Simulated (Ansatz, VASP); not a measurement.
Two plane-wave programs on LaAl2Bi2

Contents of POSCAR:

```
LaAl2Bi2
1.0
    0.0000000000      4.7737710000      0.0000000000
    4.7737710000      0.0000000000      0.0000000000
    2.3868850000      2.3868850000     -6.1257090000
Al La Bi
2 1 2
Direct
    0.7500000000      0.2500000000      0.5000000000
    0.2500000000      0.7500000000      0.5000000000
    0.0000000000      0.0000000000      0.0000000000
    0.3780000000      0.3780000000      0.2440000000
    0.6220000000      0.6220000000      0.7560000000
```

The input INCAR.step1:

```
SYSTEM = LaAl2Bi2
ALGO = Normal
EDIFF = 1E-5
ENCUT = 520
GGA = PE
ISIF = 2
ISMEAR = 1
LASPH = .True.
LCHARG = .False.
LREAL = .False.
LWAVE = .True.
NBANDS = 32
NELM = 60
PREC = Accurate
SIGMA = 0.1594
```

File INCAR.step2:

```
SYSTEM = LaAl2Bi2
ALGO = Normal
EDIFF = 1E-6
ENCUT = 520
GGA = PE
HFSCREEN = 0.2079
ISIF = 2
ISMEAR = 1
ISTART = 1
LASPH = .True.
LCHARG = .False.
LHFCALC = .True.
LREAL = .False.
LWAVE = .False.
NBANDS = 32
NELM = 60
PREC = Accurate
PRECFOCK = Fast
SIGMA = 0.1594
```

KPOINTS

```
k-points
0
Gamma
  2 2 2
  0 0 0
```

Input for Ansatz:

```yaml
crystal:
  lattice:
    - [0.0, 4.773771, 0.0]
    - [4.773771, 0.0, 0.0]
    - [2.386885, 2.386885, -6.125709]
  atoms:
    - { symbol: Al, position: [0.75, 0.25, 0.5] }
    - { symbol: Al, position: [0.25, 0.75, 0.5] }
    - { symbol: La, position: [0.0, 0.0, 0.0] }
    - { symbol: Bi, position: [0.378, 0.378, 0.244] }
    - { symbol: Bi, position: [0.622, 0.622, 0.756] }
  symmetry: { tolerance: 0.0003 }
kpoints:
  mp_grid: { grid: [2, 2, 2], shift: [0, 0, 0] }
magnetization:
  spin_polarized: false
scf:
  occupations: { method: methfessel_paxton, width: 0.1594 }
hamiltonian:
  pseudopotentials: { kind: paw }
  xc: hse06
basis:
  ecutwfc: 420
  fft_grid_basis: typed
output:
  forces: true
  stress: true
  eigenvalues: true
  bader: true
  populations: true
  elf: true
  write_potential: true
  volumetric_format: npy
  dos:
    e_range: [-12, 8]
    de: 0.05
    projected: { site_lists: { Al: [Al], Bi: [Bi], La: [La] } }
    method: { smearing: { sigma: 0.1, scheme: gaussian } }
```

Alike in both runs: task single point; functional HSE06; k mesh 2 × 2 × 2; occupations methfessel-paxton of order 1, width 0.1594 eV; no spin polarisation.

|  | VASP | Ansatz |
| --- | --- | --- |
| version | VASP 6.6.1 | Ansatz 0.2.0 |
| potentials or method | VASP PAW PBE potentials, release 64 (Al, La, Bi_d), cutoff 520 eV | PAW plane waves |
| valence electrons in the cell | 47 | 47 |

|  | VASP | Ansatz | Ansatz less VASP |
| --- | --- | --- | --- |
| pressure (GPa) | 1.5 | 1.8 | +0.28 |
| traceless stress, the component that is largest in VASP (GPa) | -4.47 | -4.54 | -0.065 |
| rms of the force components (eV/Å) | 0.707 | 0.703 | -0.0044 |

Atom by atom the forces differ by 0.004 eV/Å (rms over components). Ansatz's warnings: filled band counts differ across k points, stress exchange threshold loose, stress scf threshold loose.

The k mesh is coarse, so the values compare programs but aren't converged. Spin-orbit coupling is off throughout.
